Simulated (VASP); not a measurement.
A run of VASP 6.6.1 is set up as follows.

POSCAR

```
Rb
1.0
   -2.8677202310      2.8677202310      2.8677202310
    2.8677202310     -2.8677202310      2.8677202310
    2.8677202310      2.8677202310     -2.8677202310
Rb
1
Direct
    0.0000000000      0.0000000000      0.0000000000
```

Contents of INCAR.step1:

```
PREC = Accurate ; ENCUT = 520
ISMEAR = 1 ; SIGMA = 0.3
LREAL = F ; LASPH = T
NELM = 60 ; NBANDS = 10
GGA = PE ; ALGO = Normal
EDIFF = 1E-4 ; LWAVE = T
LCHARG = F
```

File INCAR.step2:

```
PREC = Accurate ; ENCUT = 520
EDIFF = 1E-6 ; ISMEAR = 1
SIGMA = 0.3 ; LREAL = F
LASPH = T ; NELM = 60
ALGO = Normal ; ISIF = 2
LWAVE = F ; LCHARG = F
METAGGA = R2SCAN ; LMIXTAU = T
NBANDS = 10 ; ISTART = 1
```

The input KPOINTS:

```
regular mesh
0
Gamma
  8 8 8
```

Potentials or basis: VASP PAW PBE potentials, release 64 (Rb_sv).

The run is started by

```console
$ cat potpaw_PBE.64/Rb_sv/POTCAR > POTCAR
$ cp INCAR.step1 INCAR
$ mpirun -np 1 vasp_std > vasp.out
$ cp INCAR.step2 INCAR
$ mpirun -np 1 vasp_std > vasp.out
```

Question: What does it give for the pressure?

Answer: 0.0 GPa.

Question: Estimate the band gap on the k mesh.

Answer: Zero (an odd number of electrons rules out a gap without spin polarisation).

Caveat: so wide a smearing shifts energies and pressures; the PAW data sets were made with another functional, which shifts forces and pressure a little.
